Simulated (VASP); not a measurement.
Crystal: AlN.

```
Al N
1.0
     3.08862    0.00000   -0.30886
    -1.54431    2.67482    0.15443
    -0.49436    0.00000    4.81159
Al N
2 2
Direct
  0.33333 0.66667 0.00152
  0.66667 0.33333 0.50152
  0.33333 0.66667 0.38348
  0.66667 0.33333 0.88348
```

This cell differs from its parent crystal: engineering shear strain xz -0.2000, normal strain along z -0.0267.

| Property | Result |
| --- | --- |
| Program | VASP 6.6.1 |
| Task | relaxation of the atoms |
| Functional | LDA |
| Potentials or basis | VASP PAW LDA potentials, release 64 (Al, N) |
| Cutoff | 520 eV |
| k mesh | 9 × 9 × 6 |
| Occupations | gaussian, width 0.05 eV |
| Spin | no spin polarisation |

At the start: pressure 10.0 GPa; volume 9.84 Å³/atom.

Task: Where does the relaxation end?

Result: Over 11 steps the energy falls by 26.9 meV/atom at a fixed cell; space group Cc (No. 9, to 0.1 Å) before and after.

The path:
| step | energy change (eV) | largest force (eV/Å) | pressure (GPa) |
| --- | --- | --- | --- |
| 1 | 0.0000 | 1.4660 | 10.04 |
| 2 | -0.0399 | 1.0895 | 7.07 |
| 3 | -0.1031 | 0.2721 | 7.62 |
| 4 | -0.1066 | 0.1089 | 7.17 |
| 5 | -0.1068 | 0.0538 | 7.25 |
| 6 | -0.1072 | 0.0427 | 7.25 |
| 7 | -0.1076 | 0.0293 | 7.26 |
| 8 | -0.1076 | 0.0389 | 7.26 |
| 9 | -0.1077 | 0.0265 | 7.26 |
| 10 | -0.1078 | 0.0212 | 7.25 |
| 11 | -0.1078 | 0.0027 | 7.25 |

Final structure:
```cif
data_structure
_symmetry_space_group_name_H-M 'P 1'
_symmetry_Int_Tables_number 1
_cell_length_a 3.1040
_cell_length_b 3.0925
_cell_length_c 4.8369
_cell_angle_alpha 84.220
_cell_angle_beta 101.577
_cell_angle_gamma 120.124
_cell_volume 39.34
loop_
_atom_site_label
_atom_site_type_symbol
_atom_site_fract_x
_atom_site_fract_y
_atom_site_fract_z
_atom_site_occupancy
Al1 Al 0.34476 0.66570 0.00115 1
Al2 Al 0.67907 0.33430 0.50115 1
N1 N 0.32623 0.67630 0.38385 1
N2 N 0.64994 0.32370 0.88385 1
```

Caveat: the cell differs from its parent crystal (engineering shear strain xz -0.2000, normal strain along z -0.0267).
